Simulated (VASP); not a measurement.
# BN (P1) in VASP: single point with r2SCAN

Aim: the single point of BN with r2SCAN.

Everything below comes from runs of VASP 6.6.1. Logs are shortened: lines on timing, memory, paths and dates and some standing lists are left out, and cuts for length are marked.

## 1. The cell of the first run

The typed cell holds 4 atoms: a = 2.493 Å, b = 2.487 Å, c = 6.682 Å, α = 87.27°, β = 86.96°, γ = 119.09°.

## 2. Single point, r2SCAN (atoms moved at random and the cell strained at random)

The input, POSCAR:

```
BN
1.0
    2.4923369244      0.0202024772      0.0660414950
   -1.2286726038      2.1613435666      0.0591298991
    0.1756857285      0.2830657620      6.6737545003
B N
2 2
Direct
    0.2879044412      0.6439298037      0.2589216846
    0.6666560816      0.2910600295      0.7336012169
    0.3109406553      0.6277044758      0.7436275034
    0.7344988218      0.4373056910      0.2638495951
```

The input, INCAR.step1:

```
SYSTEM = BN
PREC = Accurate
ENCUT = 520
ISMEAR = 0
SIGMA = 0.05
LREAL = .False.
LASPH = .True.
NELM = 100
NBANDS = 16
GGA = PE
ALGO = Normal
EDIFF = 1E-4
LWAVE = .True.
LCHARG = .False.
```

The input, INCAR.step2:

```
SYSTEM = BN
PREC = Accurate
ENCUT = 520
EDIFF = 1E-6
ISMEAR = 0
SIGMA = 0.05
LREAL = .False.
LASPH = .True.
NELM = 100
ALGO = Normal
ISIF = 2
LWAVE = .False.
LCHARG = .False.
METAGGA = R2SCAN
LMIXTAU = .True.
NBANDS = 16
ISTART = 1
```

The input, KPOINTS:

```
regular mesh
0
Gamma
  12 12 4
  0 0 0
```

Potentials or basis: VASP PAW PBE potentials, release 64 (B, N).

Started as:

```bash
$ cat potpaw_PBE.64/B/POTCAR potpaw_PBE.64/N/POTCAR > POTCAR
$ cp INCAR.step1 INCAR
$ mpirun -np 1 vasp_std > vasp.out
$ cp INCAR.step2 INCAR
$ mpirun -np 1 vasp_std > vasp.out
```

OUTCAR:

```text
SYSTEM = BN
   PREC = Accurate
   ENCUT = 520
   EDIFF = 1E-6
   ISMEAR = 0
   LREAL = .False.
   LASPH = .True.
   NELM = 100
   ISIF = 2
   METAGGA = R2SCAN
   ISTART = 1

 ion  position               nearest neighbor table
   1  0.288  0.644  0.259-   4 1.21   4 1.44   4 1.73
   2  0.667  0.291  0.734-   3 1.41   3 1.44   3 1.49
   3  0.311  0.628  0.744-   2 1.41   2 1.44   2 1.49
   4  0.734  0.437  0.264-   1 1.21   1 1.44   1 1.73

  LATTYP: Found a triclinic cell.
 ALAT       =     2.5242144390
 B/A-ratio  =     0.9852068210
 C/A-ratio  =     2.6471858965
 COS(alpha) =     0.0475741236
 COS(beta)  =     0.0993001393
 COS(gamma) =     0.5049608781

  Lattice vectors:

 A1 = (   1.2636643206,   2.1815460438,   0.1251713941)
 A2 = (  -1.2286726038,   2.1613435666,   0.0591298991)
 A3 = (   0.1756857285,   0.2830657620,   6.6737545003)

Analysis of symmetry for initial positions (statically):
=====================================================================
 Subroutine PRICEL returns:
 Original cell was already a primitive cell.

 Routine SETGRP: Setting up the symmetry group for a
 triclinic supercell.

 Subroutine GETGRP returns: Found  1 space group operations
 (whereof  1 operations were pure point group operations)
 out of a pool of  2 trial point group operations.

The static configuration has the point symmetry C_1 .

Analysis of symmetry for dynamics (positions and initial velocities):
=====================================================================
 Subroutine PRICEL returns:
 Original cell was already a primitive cell.

 Routine SETGRP: Setting up the symmetry group for a
 triclinic supercell.

 Subroutine GETGRP returns: Found  1 space group operations
 (whereof  1 operations were pure point group operations)
 out of a pool of  2 trial point group operations.

The dynamic configuration has the point symmetry C_1 .

 Subroutine INISYM returns: Found  1 space group operations
 (whereof  1 operations are pure point group operations),
 and found     1 'primitive' translations

----------------------------------------------------------------------------------------

                                     Primitive cell

  volume of cell :      36.0263

  direct lattice vectors                    reciprocal lattice vectors
     2.492336924  0.020202477  0.066041495     0.399917668  0.227896183 -0.020193945
    -1.228672604  2.161343567  0.059129899    -0.003223545  0.461375710 -0.019484285
     0.175685728  0.283065762  6.673754500    -0.003928906 -0.006343012  0.150213158

  length of vectors
     2.493293598  2.486873283  6.682064863     0.460737026  0.461798196  0.150398348

  position of ions in fractional coordinates (direct lattice)
     0.287904441  0.643929804  0.258921685
     0.666656082  0.291060030  0.733601217
     0.310940655  0.627704476  0.743627503
     0.734498822  0.437305691  0.263849595

  ion indices of the primitive-cell ions
   primitive index   ion index
                 1           1
                 2           2
                 3           3
                 4           4

----------------------------------------------------------------------------------------

 KPOINTS: regular mesh

Automatic generation of k-mesh.
 Grid dimensions read from file:
 generate k-points for:   12   12    4

 Generating k-lattice:

  Cartesian coordinates                     Fractional coordinates (reciprocal lattice)
     0.033326472  0.018991349 -0.001682829     0.083333333 -0.000000000 -0.000000000
    -0.000268629  0.038447976 -0.001623690    -0.000000000  0.083333333 -0.000000000
    -0.000982226 -0.001585753  0.037553290     0.000000000  0.000000000  0.250000000

  Length of vectors
     0.038394752  0.038483183  0.037599587

  Shift w.r.t. Gamma in fractional coordinates (k-lattice)
     0.000000000  0.000000000  0.000000000

 Subroutine IBZKPT returns following result:
 ===========================================

 Found    292 irreducible k-points:

 Following reciprocal coordinates:
            Coordinates               Weight
  0.000000  0.000000  0.000000      1.000000
  0.083333 -0.000000  0.000000      2.000000
  0.166667  0.000000  0.000000      2.000000
  0.250000  0.000000  0.000000      2.000000
  0.333333  0.000000  0.000000      2.000000
  0.416667  0.000000 -0.000000      2.000000
[... 16 lines left out ...]
  0.250000  0.166667 -0.000000      2.000000
  0.333333  0.166667 -0.000000      2.000000
 [... further k-points ...]
   k-points           NKPTS =    292   k-points in BZ     NKDIM =    292   number of bands    NBANDS=     16
   number of dos      NEDOS =    301   number of ions     NIONS =      4
   total plane-waves  NPLWV =  18000
   dimension x,y,z NGX =    20 NGY =   18 NGZ =   50
   dimension x,y,z NGXF=    40 NGYF=   36 NGZF=  100
   ions per type =               2   2
   NGX,Y,Z   is equivalent  to a cutoff of  13.34, 12.03, 12.44 a.u.
   NGXF,Y,Z  is equivalent  to a cutoff of  26.67, 24.07, 24.88 a.u.
 SYSTEM =  BN
   PREC   = accura    normal or accurate (medium, high low for compatibility)
   ISTART =      1    job   : 0-new  1-cont  2-samecut
   ICHARG =      0    charge: 1-file 2-atom 10-const
   ISPIN  =      1    spin polarized calculation?
   LNONCOLLINEAR =      F non collinear calculations
   LSORBIT =      F    spin-orbit coupling
   LASPH  =      T    aspherical Exc in radial PAW
   ENCUT  =  520.0 eV  38.22 Ry    6.18 a.u.   4.64  4.62 12.42*2*pi/ulx,y,z
   NELM   =    100;   NELMIN=  2; NELMDL=  0     # of ELM steps
   EDIFF  = 0.1E-05   stopping-criterion for ELM
   LREAL  =      F    real-space projection
   EDIFFG = 0.1E-04   stopping-criterion for IOM
   NSW    =      0    number of steps for IOM
   IBRION =     -1    ionic relax: 0-MD 1-quasi-New 2-CG
   NFREE  =      0    steps in history (QN), initial steepest desc. (CG)
   ISIF   =      2    stress and relaxation
   ISYM   =      2    0-nonsym 1-usesym 2-fastsym
   POTIM  = 0.5000    time-step for ionic-motion
   TEBEG  =    0.0;   TEEND  =   0.0 temperature during run
   PSTRESS=    0.0 pullay stress
   NELECT =      16.0000    total number of electrons
   NUPDOWN=      -1.0000    fix difference up-down
   EMIN   =  10.00;   EMAX   =-10.00  energy-range for DOS
   EFERMI =   0.00;   METHOD = LEGACY
   ISMEAR =     0;   SIGMA  =   0.05  broadening in eV -4-tet -1-fermi 0-gaus
   EFERMI_NEDOS =   21; number of points for ismear=-14 and -15
   IALGO  =     38    algorithm
   IMIX   =      4    mixing-type and parameters
     AMIX     =   0.40;   BMIX     =  1.00
     AMIX_MAG =   1.60;   BMIX_MAG =  1.00
  volume/ion in A,a.u.               =       9.01        60.78
  Fermi-wavevector in a.u.,A,eV,Ry     =   1.249036  2.360337 21.226339  1.560092
  Thomas-Fermi vector in A             =   2.383095
   LORBIT       =      0    0 simple, 1 ext, 2 COOP (PROOUT), +10 PAW based schemes
   METAGGA = R2SCAN    functional components
   LHFCALC =     F    Hartree Fock is set to
   AEXX    =    0.0000 exact exchange contribution
   IVDW    =     0    specifies the selected vdW correction
   LEPSILON=     F    determine dielectric tensor
   LRPA    =     F    only Hartree local field effects (RPA)
 non-spin polarized calculation
 Gauss-broadening in eV      SIGMA  =   0.05
  energy-cutoff  :      520.00
  volume of cell :       36.03
 maximum number of plane-waves:       988
   NGX =  9   NGY =  9   NGZ = 25

 number of electron      16.0000003 magnetization

 Free energy of the ion-electron system (eV)
  ---------------------------------------------------
  ext. energy  EPLUGINS =         0.00000000
  ---------------------------------------------------
  free energy    TOTEN  =       -36.70081247 eV

  energy without entropy =      -36.70081247  energy(sigma->0) =      -36.70081247

 E-fermi :   4.0265     XC(G=0): -10.7037

 val. band max:        3.7087851802   @ k =   0.0000  -0.0000   0.5000
 cond. band min:       5.8803048213   @ k =   0.5000   0.0000   0.5000
 fundamental gap:      2.1715196411
 Fermi energy:         4.0265207955

 k-point     1 :       0.0000    0.0000    0.0000
  band No.  band energies     occupation
      1     -16.8541      2.00000
      2     -16.5483      2.00000
      3      -4.5012      2.00000
      4      -2.7749      2.00000
      5      -2.3043      2.00000
      6      -0.0482      2.00000
[... 8 lines left out ...]
     15      16.6325      0.00000
     16      17.4957      0.00000

 k-point     2 :       0.0833   -0.0000    0.0000
  band No.  band energies     occupation
      1     -16.7257      2.00000
      2     -16.4225      2.00000
      3      -4.3036      2.00000
      4      -3.0676      2.00000
      5      -2.1309      2.00000
      6      -0.5455      2.00000
[... 8 lines left out ...]
     15      16.0071      0.00000
     16      17.6866      0.00000

 k-point     3 :       0.1667    0.0000    0.0000
  band No.  band energies     occupation
      1     -16.3535      2.00000
      2     -16.0506      2.00000
      3      -3.8883      2.00000
      4      -3.6944      2.00000
      5      -1.8865      2.00000
      6      -1.5958      2.00000
[... 8 lines left out ...]
     15      16.5482      0.00000
     16      18.3350      0.00000

 k-point     4 :       0.2500    0.0000    0.0000
  band No.  band energies     occupation
      1     -15.7833      2.00000
      2     -15.4535      2.00000
      3      -4.9882      2.00000
      4      -3.6168      2.00000
      5      -2.7489      2.00000
      6      -0.7889      2.00000
[... 8 lines left out ...]
     15      18.1876      0.00000
     16      18.7797      0.00000
[... 324 lines left out ...]
 k-point    22 :       0.1667    0.1667    0.0000
  band No.  band energies     occupation
      1     -15.3428      2.00000
      2     -15.0858      2.00000
      3      -4.8636      2.00000
      4      -3.9757      2.00000
      5      -2.3193      2.00000
      6      -1.6454      2.00000
[... 8 lines left out ...]
     15      17.3904      0.00000
     16      18.0778      0.00000

 k-point    23 :       0.2500    0.1667   -0.0000
  band No.  band energies     occupation
      1     -14.6838      2.00000
      2     -14.3794      2.00000
      3      -5.9930      2.00000
      4      -5.3028      2.00000
      5      -2.6001      2.00000
      6      -1.9485      2.00000
[... 8 lines left out ...]
     15      17.2409      0.00000
     16      18.9475      0.00000

 k-point    24 :       0.3333    0.1667   -0.0000
  band No.  band energies     occupation
      1     -14.1395      2.00000
      2     -13.6771      2.00000
      3      -6.8756      2.00000
      4      -6.4822      2.00000
      5      -3.1745      2.00000
      6      -2.2917      2.00000
[... 8 lines left out ...]
     15      17.2861      0.00000
     16      20.5523      0.00000

 [... further k-points ...]
[... 5 lines left out ...]
  --------------------------------------------------------------------------------------
  -------------------------------------------------------------------------------------
  Total        9.6880595      1.8469540      0.1174868      2.5465476     -0.1509457      0.0576112
  in kB      430.8520646     82.1386294      5.2249279    113.2512952     -6.7129285      2.5621114
  external PRESSURE =     172.7385406 kB  Pullay stress =       0.0000000 kB

 VOLUME and BASIS-vectors are now :
 -----------------------------------------------------------------------------
  energy-cutoff  :      520.00
  volume of cell :       36.03
      direct lattice vectors                 reciprocal lattice vectors
     2.492336924  0.020202477  0.066041495     0.399917668  0.227896183 -0.020193945
    -1.228672604  2.161343567  0.059129899    -0.003223545  0.461375710 -0.019484285
     0.175685728  0.283065762  6.673754500    -0.003928906 -0.006343012  0.150213158

 POSITION                                       TOTAL-FORCE (eV/Angst)
 -----------------------------------------------------------------------------------
     -0.02814      1.47086      1.78507        10.517540      7.566697      0.700059
      1.43280      0.85021      4.95711        -2.096895      0.260854      0.896801
      0.13437      1.57346      5.02044         2.101010     -0.260880     -0.812356
      1.33967      1.03469      1.83523       -10.521655     -7.566671     -0.784504
 -----------------------------------------------------------------------------------
    total drift:                               -0.000316     -0.000443      0.000316

  FREE ENERGIE OF THE ION-ELECTRON SYSTEM (eV)
  ---------------------------------------------------
  free  energy   TOTEN  =       -36.7008124658 eV

  energy  without entropy=      -36.7008124658  energy(sigma->0) =      -36.70081247
```

Wall time 5.9 min (1 thread of Intel Xeon Platinum 8375C at 2.90GHz (Ice Lake), shared host); peak memory 0.25 GiB.

Results:

| Property | Result |
| --- | --- |
| Free energy | -36.7008 eV |
| Pressure | 17.3 GPa |
| Largest force | 12.984 eV/Å |
| Band gap on the k mesh | 2.17 eV (least direct gap 3.82 eV) |

Forces in eV/Å, atoms in the order of the input:
```
B    10.518   7.567   0.700
B    -2.097   0.261   0.897
N     2.101  -0.261  -0.812
N   -10.522  -7.567  -0.785
```

Stress tensor (GPa, compression positive):
```
43.09 11.33  0.26
11.33  8.21 -0.67
 0.26 -0.67  0.52
```

Caveat: the cell differs from its parent crystal (atoms moved at random and the cell strained at random); the cell stands under pressure; the PAW data sets were made with another functional, which shifts forces and pressure a little. A k mesh can miss the band edges.
